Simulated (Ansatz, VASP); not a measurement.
# Two plane-wave programs on GaN

Contents of POSCAR:

```
GaN
1.0
    0.0000000000      2.1793369142      2.1793369142
    2.1793369142      0.0000000000      2.1793369142
    2.1793369142      2.1793369142      0.0000000000
Ga N
1 1
Direct
    0.0000000000      0.0000000000      0.0000000000
    0.7500000000      0.7500000000      0.7500000000
```

The input INCAR.step1:

```
SYSTEM = GaN
ALGO     = Normal         ! electronic algorithm
EDIFF    = 1E-4           ! SCF threshold, eV
ENCUT    = 520            ! plane-wave cutoff, eV
GGA      = PE             ! functional
ISMEAR   = 0              ! smearing method
LASPH    = .True.         ! aspherical terms in the spheres
LCHARG   = .False.        ! write CHGCAR
LREAL    = .False.        ! projectors in reciprocal space
LWAVE    = .True.         ! write WAVECAR
NBANDS   = 16             ! bands
NELM     = 60             ! most SCF steps
PREC     = Accurate       ! precision mode
SIGMA    = 0.02           ! smearing width, eV
```

File INCAR.step2:

```
SYSTEM = GaN
ALGO     = Normal         ! electronic algorithm
EDIFF    = 1E-6           ! SCF threshold, eV
ENCUT    = 520            ! plane-wave cutoff, eV
ISIF     = 2              ! what is computed and relaxed
ISMEAR   = 0              ! smearing method
ISTART   = 1            
LASPH    = .True.         ! aspherical terms in the spheres
LCHARG   = .False.        ! write CHGCAR
LMIXTAU  = .True.       
LREAL    = .False.        ! projectors in reciprocal space
LWAVE    = .False.        ! write WAVECAR
METAGGA  = R2SCAN         ! meta-GGA
NBANDS   = 16             ! bands
NELM     = 60             ! most SCF steps
PREC     = Accurate       ! precision mode
SIGMA    = 0.02           ! smearing width, eV
```

KPOINTS

```
k-points
0
Gamma
  10 10 10
  0 0 0
```

Input for Ansatz:

```yaml
crystal:
  lattice:
    - [0.0, 2.1793369142, 2.1793369142]
    - [2.1793369142, 0.0, 2.1793369142]
    - [2.1793369142, 2.1793369142, 0.0]
  atoms:
    - { symbol: Ga, position: [0.0, 0.0, 0.0] }
    - { symbol: "N", position: [0.75, 0.75, 0.75] }
basis:
  ecutwfc: 500
kpoints:
  mp_grid: { grid: [10, 10, 10] }
hamiltonian:
  xc: r2scan
scf:
  occupations: { method: gaussian, width: 0.02 }
output:
  forces: true
  stress: true
  eigenvalues: true
```

Alike in both runs: task single point; functional r2SCAN; k mesh 10 × 10 × 10; occupations gaussian, width 0.02 eV; no spin polarisation.

|  | VASP | Ansatz |
| --- | --- | --- |
| version | VASP 6.6.1 | Ansatz 0.2.0 |
| potentials or method | VASP PAW PBE potentials, release 64 (Ga_d, N), cutoff 520 eV | scalar-relativistic, plane waves, PAW |
| valence electrons in the cell | 18 | 18 |

```csv
,VASP,Ansatz,Ansatz less VASP
gap on the k mesh at the Fermi level (eV),2.79,2.80,+0.014
least direct gap on the mesh (eV),2.79,2.80,+0.014
pressure (GPa),24.1,22.7,-1.43
```

VASP's potentials were made for PBE, not for r2SCAN. With one functional, cell and mesh, what is left measures potentials, basis and numerics.
